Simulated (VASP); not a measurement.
# BaO (Fm-3m) in VASP: single point with HSE06

Aim: the single point of BaO with HSE06.

All numbers are computed with VASP 6.6.1; they aren't measurements. Logs are shortened: lines on timing, memory, paths and dates and some standing lists are left out, and cuts for length are marked.

## (1) The cell of the first run

The structure is cubic, space group Fm-3m (No. 225). The conventional cell has a = 5.273 Å, b = 5.273 Å, c = 5.273 Å, α = 90.00°, β = 90.00°, γ = 90.00°. Ba (site symmetry m-3m) has 6 O at 2.64 Å within 3.5 Å. Within 3.5 Å of O (site symmetry m-3m) lie 6 Ba at 2.64 Å.

## (2) Single point, HSE06 (strain -4.9%)

The input, POSCAR:

```
BaO
1.0
    0.0000000000      2.6366720357      2.6366720357
    2.6366720357      0.0000000000      2.6366720357
    2.6366720357      2.6366720357      0.0000000000
Ba O
1 1
Direct
    0.0000000000      0.0000000000      0.0000000000
    0.5000000000      0.5000000000      0.5000000000
```

The input, INCAR.step1:

```
SYSTEM = BaO
PREC     = Accurate       ! precision mode
ENCUT    = 520            ! plane-wave cutoff, eV
EDIFF    = 1E-5           ! SCF threshold, eV
ISMEAR   = 0              ! smearing method
SIGMA    = 0.01           ! smearing width, eV
LREAL    = .False.        ! projectors in reciprocal space
LASPH    = .True.         ! aspherical terms in the spheres
NELM     = 120            ! most SCF steps
ALGO     = Normal         ! electronic algorithm
ISIF     = 2              ! what is computed and relaxed
LWAVE    = .True.         ! write WAVECAR
GGA      = PE             ! functional
NBANDS   = 15             ! bands
GGA_COMPAT= .False.
```

The input, INCAR.step2:

```
SYSTEM = BaO
PREC     = Accurate       ! precision mode
ENCUT    = 520            ! plane-wave cutoff, eV
EDIFF    = 1E-6           ! SCF threshold, eV
ISMEAR   = 0              ! smearing method
SIGMA    = 0.01           ! smearing width, eV
LREAL    = .False.        ! projectors in reciprocal space
LASPH    = .True.         ! aspherical terms in the spheres
NELM     = 120            ! most SCF steps
ALGO     = Normal         ! electronic algorithm
ISIF     = 2              ! what is computed and relaxed
LWAVE    = .False.        ! write WAVECAR
LCHARG   = .True.         ! write CHGCAR
GGA      = PE             ! functional
LHFCALC  = .True.         ! exact exchange
HFSCREEN = 0.2079         ! screening, 1/A
PRECFOCK = Normal       
LELF     = .True.         ! ELF
LVHAR    = .True.       
ISTART   = 1            
NBANDS   = 15             ! bands
GGA_COMPAT= .False.
```

The input, KPOINTS:

```
Automatic mesh
0
Gamma
  6 6 6
  0 0 0
```

Potentials or basis: VASP PAW PBE potentials, release 64 (Ba_sv, O).

On the command line:

```console
$ cat potpaw_PBE.64/Ba_sv/POTCAR potpaw_PBE.64/O/POTCAR > POTCAR
$ cp INCAR.step1 INCAR
$ mpirun -np 1 vasp_std > vasp.out
$ cp INCAR.step2 INCAR
$ mpirun -np 1 vasp_std > vasp.out
```

OUTCAR:

```text
SYSTEM = BaO
   PREC = Accurate
   ENCUT = 520
   EDIFF = 1E-6
   ISMEAR = 0
   LREAL = .False.
   LASPH = .True.
   NELM = 120
   ISIF = 2
   GGA = PE
   LHFCALC = .True.
   HFSCREEN = 0.2079
   PRECFOCK = Normal
   ISTART = 1

 ion  position               nearest neighbor table
   1  0.000  0.000  0.000-   2 2.64   2 2.64   2 2.64   2 2.64   2 2.64   2 2.64
   2  0.500  0.500  0.500-   1 2.64   1 2.64   1 2.64   1 2.64   1 2.64   1 2.64

  LATTYP: Found a face centered cubic cell.
 ALAT       =     5.2733440714

  Lattice vectors:

 A1 = (   0.0000000000,   2.6366720357,   2.6366720357)
 A2 = (   2.6366720357,   0.0000000000,   2.6366720357)
 A3 = (   2.6366720357,   2.6366720357,   0.0000000000)

Analysis of symmetry for initial positions (statically):
=====================================================================
 Subroutine PRICEL returns:
 Original cell was already a primitive cell.

 Routine SETGRP: Setting up the symmetry group for a
 face centered cubic supercell.

 Subroutine GETGRP returns: Found 48 space group operations
 (whereof 48 operations were pure point group operations)
 out of a pool of 48 trial point group operations.

The static configuration has the point symmetry O_h .

Analysis of symmetry for dynamics (positions and initial velocities):
=====================================================================
 Subroutine PRICEL returns:
 Original cell was already a primitive cell.

 Routine SETGRP: Setting up the symmetry group for a
 face centered cubic supercell.

 Subroutine GETGRP returns: Found 48 space group operations
 (whereof 48 operations were pure point group operations)
 out of a pool of 48 trial point group operations.

The dynamic configuration has the point symmetry O_h .

 Subroutine INISYM returns: Found 48 space group operations
 (whereof 48 operations are pure point group operations),
 and found     1 'primitive' translations

----------------------------------------------------------------------------------------

                                     Primitive cell

  volume of cell :      36.6605

  direct lattice vectors                    reciprocal lattice vectors
     0.000000000  2.636672036  2.636672036    -0.189632989  0.189632989  0.189632989
     2.636672036  0.000000000  2.636672036     0.189632989 -0.189632989  0.189632989
     2.636672036  2.636672036  0.000000000     0.189632989  0.189632989 -0.189632989

  length of vectors
[... 91 lines left out ...]
   IMIX   =      1    mixing-type and parameters
     AMIX     =   0.40;   BMIX     =  1.00
     AMIX_MAG =   1.60;   BMIX_MAG =  1.00
  volume/ion in A,a.u.               =      18.33       123.70
  Fermi-wavevector in a.u.,A,eV,Ry     =   1.241792  2.346646 20.980814  1.542046
  Thomas-Fermi vector in A             =   2.376174
   LORBIT       =      0    0 simple, 1 ext, 2 COOP (PROOUT), +10 PAW based schemes
   GGA     = PE    functional components
   LHFCALC =     T    Hartree Fock is set to
   PRECFOCK=normal    Normal, Fast or Accurate (Low or Medium for compatibility)
   ENCUT4O =  -1.0   cutoff for four orbital integrals eV
   NKREDX  =     1    reduce k-point grid by
   NKREDY  =     1    reduce k-point grid by
   NKREDZ  =     1    reduce k-point grid by
   AEXX    =    0.2500 exact exchange contribution
   HFSCREEN=    0.2079 screening length (either q_TF or 0.3 A-1)
   HFSCREENC=   0.2079 screening length for correlation (either q_TF or 0.3 A-1)
   ENCUTFOCK=  -1.0 apply spherical cutoff to Coloumb kernel
   IVDW    =     0    specifies the selected vdW correction
   LEPSILON=     F    determine dielectric tensor
   LRPA    =     F    only Hartree local field effects (RPA)
 non-spin polarized calculation
 Gauss-broadening in eV      SIGMA  =   0.01
  energy-cutoff  :      520.00
  volume of cell :       36.66
 maximum number of plane-waves:      1002
  NGX = 24; NGY = 24; NGZ = 24

 number of electron      16.0000006 magnetization

 Free energy of the ion-electron system (eV)
  ---------------------------------------------------
  ext. energy  EPLUGINS =         0.00000000
  ---------------------------------------------------
  free energy    TOTEN  =       -13.54551873 eV

  energy without entropy =      -13.54551873  energy(sigma->0) =      -13.54551873

 E-fermi :   2.1995     XC(G=0):  -8.5091

 val. band max:        2.1244142096   @ k =   0.5000   0.5000   0.0000
 cond. band min:       4.7090988782   @ k =   0.5000   0.5000   0.0000
 fundamental gap:      2.5846846685
 Fermi energy:         2.1995371391

 k-point     1 :       0.0000    0.0000    0.0000
  band No.  band energies     occupation
      1     -25.5320      2.00000
      2     -14.9274      2.00000
      3      -8.5349      2.00000
      4      -8.5349      2.00000
      5      -8.5349      2.00000
      6       1.2104      2.00000
      7       1.2104      2.00000
      8       1.2104      2.00000
      9       7.6655      0.00000
     10       8.0167      0.00000
     11       8.0167      0.00000
     12       8.0167      0.00000
     13      10.7600      0.00000
     14      10.7600      0.00000
[... 257 lines left out ...]
      2     -15.6031      2.00000
      3     -10.6219      2.00000
      4      -9.9135      2.00000
      5      -8.8370      2.00000
      6       0.3289      2.00000
      7       1.6622      2.00000
      8       1.9307      2.00000
      9       6.3175      0.00000
     10      10.0080      0.00000
     11      10.9538      0.00000
     12      14.2294      0.00000
     13      14.4732      0.00000
     14      17.2290      0.00000
     15      17.4179      0.00000

------------------------ aborting loop because EDIFF is reached ----------------------------------------

  FORCE on cell =-STRESS in cart. coord.  units (eV):
  Direction    XX          YY          ZZ          XY          YZ          ZX
  --------------------------------------------------------------------------------------
  -------------------------------------------------------------------------------------
  Total        4.1037643      4.1037643      4.1037643      0.0000000      0.0000000     -0.0000000
  in kB      179.3472237    179.3472237    179.3472237      0.0000000      0.0000000     -0.0000000
  external PRESSURE =     179.3472237 kB  Pullay stress =       0.0000000 kB

 VOLUME and BASIS-vectors are now :
 -----------------------------------------------------------------------------
  energy-cutoff  :      520.00
  volume of cell :       36.66
      direct lattice vectors                 reciprocal lattice vectors
     0.000000000  2.636672036  2.636672036    -0.189632989  0.189632989  0.189632989
     2.636672036  0.000000000  2.636672036     0.189632989 -0.189632989  0.189632989
     2.636672036  2.636672036  0.000000000     0.189632989  0.189632989 -0.189632989

 POSITION                                       TOTAL-FORCE (eV/Angst)
 -----------------------------------------------------------------------------------
      0.00000      0.00000      0.00000         0.000000      0.000000      0.000000
      2.63667      2.63667      2.63667        -0.000000     -0.000000     -0.000000
 -----------------------------------------------------------------------------------
    total drift:                               -0.000000     -0.000000     -0.000000

  FREE ENERGIE OF THE ION-ELECTRON SYSTEM (eV)
  ---------------------------------------------------
  free  energy   TOTEN  =       -13.5455187263 eV

  energy  without entropy=      -13.5455187263  energy(sigma->0) =      -13.54551873
```

OSZICAR.step1:

```text
N       E                     dE             d eps       ncg     rms          rms(c)
DAV:   1     0.780629345940E+02    0.78063E+02   -0.80961E+03   480   0.100E+03
DAV:   2    -0.104465419246E+02   -0.88509E+02   -0.78598E+02   695   0.202E+02
DAV:   3    -0.141123379935E+02   -0.36658E+01   -0.36317E+01   564   0.413E+01
DAV:   4    -0.141519995456E+02   -0.39662E-01   -0.39652E-01   579   0.465E+00
DAV:   5    -0.141526833688E+02   -0.68382E-03   -0.68382E-03   585   0.536E-01    0.106E+01
DAV:   6    -0.115948576454E+02    0.25578E+01   -0.83273E+00   487   0.245E+01    0.683E+00
DAV:   7    -0.114316526690E+02    0.16320E+00   -0.50152E-01   558   0.585E+00    0.287E+00
DAV:   8    -0.114076208502E+02    0.24032E-01   -0.80596E-02   585   0.291E+00    0.538E-01
DAV:   9    -0.114095126260E+02   -0.18918E-02   -0.68757E-03   564   0.797E-01    0.147E-01
DAV:  10    -0.114104337938E+02   -0.92117E-03   -0.17723E-03   522   0.339E-01    0.398E-02
DAV:  11    -0.114104220399E+02    0.11754E-04   -0.14755E-04   571   0.113E-01    0.206E-02
DAV:  12    -0.114104279806E+02   -0.59407E-05   -0.22589E-05   506   0.454E-02
   1 F= -.11410428E+02 E0= -.11410428E+02  d E =-.251438-101
```

It took 41 min on 1 thread of Intel Xeon Platinum 8375C at 2.90GHz (Ice Lake), shared host; peak memory 0.28 GiB.

What came out:

* Free energy: -13.5455 eV
* Pressure: 17.9 GPa
* Band gap on the k mesh: 2.58 eV

Levels at points of the mesh, in eV from the valence-band top:
| k point | band 5 | band 6 | band 7 | band 8 | band 9 | band 10 | band 11 | band 12 |
| --- | --- | --- | --- | --- | --- | --- | --- | --- |
| (0.00, 0.00, 0.00) | -10.66 | -0.91 | -0.91 | -0.91 | 5.54 | 5.89 | 5.89 | 5.89 |
| (0.50, 0.00, 0.00) | -10.80 | -2.83 | -2.48 | -2.48 | 6.43 | 9.13 | 9.13 | 10.37 |
| (0.50, 0.50, 0.00) | -11.63 | -0.47 | -0.47 | 0.00 | 2.58 | 8.05 | 11.12 | 11.91 |

Caveat: the cell differs from its parent crystal (strain -4.9%); the cell stands under pressure; the PAW data sets were made with another functional, which shifts forces and pressure a little; spin-orbit coupling is left out, which moves the levels of the heavy elements. A k mesh can miss the band edges.
